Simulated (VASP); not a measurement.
Here is a VASP 6.6.1 calculation.

The input INCAR:

```
SYSTEM = KF
  PREC = Accurate
  ENCUT = 520
  EDIFF = 1E-7
  ISMEAR = 0
  SIGMA = 0.01
  LREAL = .False.
  LASPH = .True.
  NELM = 60
  ALGO = Normal
  ISIF = 2
  LWAVE = .False.
  LCHARG = .False.
  GGA = PE
  NBANDS = 24
```

KPOINTS

```
regular mesh
0
Gamma
  6 6 2
  0 0 0
```

POSCAR

```
KF
1.0
    3.5336281797      0.0000000000      0.0000000000
   -1.7668140898      3.0602117712      0.0000000000
    0.0000000000      0.0000000000      6.2552256449
K F
2 2
Direct
    0.0000000000      0.0000000000      0.0000000000
    0.0000000000      0.0000000000      0.5000000000
    0.3333333333      0.6666666667      0.2500000000
    0.6666666667      0.3333333333      0.7500000000
```

Potentials or basis: VASP PAW PBE potentials, release 64 (K_sv, F).

Command:

```sh
$ cat potpaw_PBE.64/K_sv/POTCAR potpaw_PBE.64/F/POTCAR > POTCAR
$ mpirun -np 1 vasp_std > vasp.out
```

Q: What does it give for the pressure?

A: 7.3 GPa.

Q: What does it give for the band gap on the k mesh?

A: 6.76 eV (least direct gap 6.76 eV).

Stress tensor (GPa, compression positive):
```
6.86 0.00 0.00
0.00 6.86 0.00
0.00 0.00 8.07
```

Caveat: the k points lie up to 0.50 Å⁻¹ apart.
